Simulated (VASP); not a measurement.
Set up this calculation in VASP 6.6.1, as the native input.

```
Task                   : single point
Functional             : PBEsol
Potentials or basis    : VASP PAW PBE potentials, release 64 (Be, Te)
Cutoff                 : 600 eV
k mesh                 : 8 × 8 × 8
Occupations            : gaussian, width 0.01 eV
Spin                   : no spin polarisation
Dipole correction      : no
Further INCAR settings : ALGO = Normal; EDIFF = 1e-06; NBANDS = 11
```

The structure of BeTe lies in POSCAR:

```
BeTe
1.0
    0.0000000000      2.8167999037      2.8167999037
    2.8167999037      0.0000000000      2.8167999037
    2.8167999037      2.8167999037      0.0000000000
Be Te
1 1
Direct
    0.0000000000      0.0000000000      0.0000000000
    0.7500000000      0.7500000000      0.7500000000
```

The input as run:

INCAR

```
PREC = Accurate
ENCUT = 600
EDIFF = 1E-6
ISMEAR = 0
SIGMA = 0.01
LREAL = False
LASPH = True
NELM = 120
ALGO = Normal
ISIF = 2
LWAVE = False
LCHARG = False
GGA = PS
NBANDS = 11
GGA_COMPAT = False
```

KPOINTS

```
Automatic mesh
0
Gamma
  8 8 8
```

Potentials or basis: VASP PAW PBE potentials, release 64 (Be, Te).

Command:

```console
$ cat potpaw_PBE.64/Be/POTCAR potpaw_PBE.64/Te/POTCAR > POTCAR
$ mpirun -np 1 vasp_std > vasp.out
```

Results of the run:

* Pressure: -0.7 GPa
* Band gap on the k mesh: 1.86 eV (least direct gap 3.60 eV)

Caveat: the PAW data sets were made with another functional, which shifts forces and pressure a little; spin-orbit coupling is left out, which moves the levels of the heavy elements.

Run time: 20 s on 1 thread of Intel Xeon 8259CL, on a shared host, peak memory 0.18 GiB.
